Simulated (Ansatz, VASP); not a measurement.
**One calculation of TaN, two programs**

```
CELL_PARAMETERS angstrom
3.05000 0.00000 0.00000
-1.52500 2.64138 0.00000
0.00000 0.00000 5.01410
ATOMIC_POSITIONS crystal
Ta 0.33333 0.66667 0.00000
Ta 0.66667 0.33333 0.50000
N 0.33333 0.66667 0.38500
N 0.66667 0.33333 0.88500
```

Change from the starting cell: strain +0.0150 x Voigt [0, 0, 1, 0, 0, 0], atoms carried along.

Alike in both runs: task single point; functional PBEsol; k mesh 18 × 18 × 10; occupations gaussian, width 0.15 eV; no spin polarisation.

|  | VASP | Ansatz |
| --- | --- | --- |
| version | VASP 6.6.1 | Ansatz 0.2.0 |
| potentials or method | VASP PAW PBE potentials, release 64 (Ta_pv, N), cutoff 520 eV | scalar-relativistic, plane waves, PAW |
| valence electrons in the cell | 32 | 36 |

```tsv
	VASP	Ansatz	Ansatz less VASP
gap on the k mesh at the Fermi level (eV)	none	none	-
pressure (GPa)	119.9	116.7	-3.16
traceless stress, the component that is largest in VASP (GPa)	-21.32	-20.78	+0.537
rms of the force components (eV/Å)	1.751	1.716	-0.0346
```

VASP's potentials were made for PBE, not for PBEsol. Atom by atom the forces differ by 0.035 eV/Å (rms over components). A gap of «none» marks a metal or a gap that the smearing closes. Both programs put the cell under a high pressure, so it lies far from rest at this level. VASP's potentials hold 32 valence electrons a cell and Ansatz's 36, so a difference there can come from the potentials and not from the codes.

Neither program's run includes spin-orbit coupling. Noted on VASP's run: the cell as given lies far from equilibrium.
